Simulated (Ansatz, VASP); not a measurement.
# TePb: VASP beside Ansatz

The input INCAR:

```
PREC = Accurate
ENCUT = 500
EDIFF = 1E-6
ISMEAR = -1
SIGMA = 0.5
LREAL = False
LASPH = True
NELM = 120
ALGO = Normal
ISIF = 2
LWAVE = False
LCHARG = False
GGA = PE
NBANDS = 17
GGA_COMPAT = False
```

KPOINTS

```
Automatic mesh
0
Gamma
  4 4 4
```

File POSCAR:

```
TePb
1.0
    0.0000000000      3.6414940692      3.6414940692
    3.6414940692      0.0000000000      3.6414940692
    3.6414940692      3.6414940692      0.0000000000
Pb Te
1 1
Direct
    0.0000000000      0.0000000000      0.0000000000
    0.2500000000      0.2500000000      0.2500000000
```

Input for Ansatz:

```yaml
crystal:
  lattice:
    - [0.0, 3.6414940692, 3.6414940692]
    - [3.6414940692, 0.0, 3.6414940692]
    - [3.6414940692, 3.6414940692, 0.0]
  atoms:
    - { symbol: Pb, position: [0.0, 0.0, 0.0] }
    - { symbol: Te, position: [0.25, 0.25, 0.25] }
kpoints:
  mp_grid: { grid: [4, 4, 4] }
hamiltonian:
  xc: pbe
scf:
  occupations: { method: fermi_dirac, width: 0.5 }
  n_extra_bands: 4
output:
  forces: true
  stress: true
  eigenvalues: true
```

Alike in both runs: task single point; functional PBE; k mesh 4 × 4 × 4; occupations fermi-dirac, width 0.5 eV; no spin polarisation.

|  | VASP | Ansatz |
| --- | --- | --- |
| version | VASP 6.6.1 | Ansatz 0.2.0 |
| potentials or method | VASP PAW PBE potentials, release 64 (Pb_d, Te) | plane waves |
| plane-wave cutoff (eV) | 500 | 420 |
| valence electrons in the cell | 20 | 30 |

|  | VASP | Ansatz | Ansatz less VASP |
| --- | --- | --- | --- |
| pressure (GPa) | 0.4 | 0.5 | +0.03 |

VASP's potentials hold 20 valence electrons a cell and Ansatz's 30, so a difference there can come from the potentials and not from the codes.

Neither program's run includes spin-orbit coupling.
